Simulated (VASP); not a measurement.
Runs of VASP 6.6.1 on BeS2. The structure is that of space group I-42d (No. 122), or close to it. The cells are those of the table. 

```tsv
task	cell	k mesh	cutoff (eV)	gap on the mesh (eV)	pressure (GPa)	largest force (eV/Å)
single point	a = 5.579 Å, angles 124.3, 124.3, 82.6°, 6 atoms	6 × 6 × 6	520	none	-1.1	0.52
relaxation of cell and atoms	relaxed from a = 5.579 Å, angles 124.3, 124.3, 82.6°, 6 atoms	6 × 6 × 6	600	none	0.0	0.04
single point	a = 5.346 Å, angles 127.0, 127.0, 78.2°, 6 atoms	6 × 6 × 6	520	none	-0.1	(a)
single point	a = 5.337 Å, angles 126.8, 126.8, 78.5°, 6 atoms	12 × 12 × 12	520	none	0.0	-
```

Alike in all rows: level PBE; potentials or basis VASP PAW PBE potentials, release 64 (Be, S); no spin polarisation; smearing gaussian 0.1 eV.

Estimate the missing entries.

(a) 0.01.

A gap of «none» marks levels without a gap at the run's occupations.
